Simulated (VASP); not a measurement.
A run of VASP 6.6.1 is set up as follows.

INCAR

```
SYSTEM = GaGe
ALGO = Normal
EDIFF = 1E-6
ENCUT = 520
ISIF = 2
ISMEAR = -1
LASPH = .True.
LCHARG = .False.
LREAL = .False.
LWAVE = .False.
NBANDS = 20
NELM = 60
PREC = Accurate
SIGMA = 0.05
```

File KPOINTS:

```
k-points
0
Gamma
  8 8 8
  0 0 0
```

POSCAR

```
GaGe
1.0
    0.0000000000      2.8978440000      2.8978440000
    2.8978440000      0.0000000000      2.8978440000
    2.8978440000      2.8978440000      0.0000000000
Ge Ga
1 1
Direct
    0.0000000000      0.0000000000      0.0000000000
    0.2500000000      0.2500000000      0.2500000000
```

Potentials or basis: VASP PAW LDA potentials, release 64 (Ge_d, Ga_d).

The run is started by

```bash
$ cat potpaw_LDA.64/Ge_d/POTCAR potpaw_LDA.64/Ga_d/POTCAR > POTCAR
$ mpirun -np 1 vasp_std > vasp.out
```

(1) Estimate the pressure.

Results:

(1) -4.0 GPa.
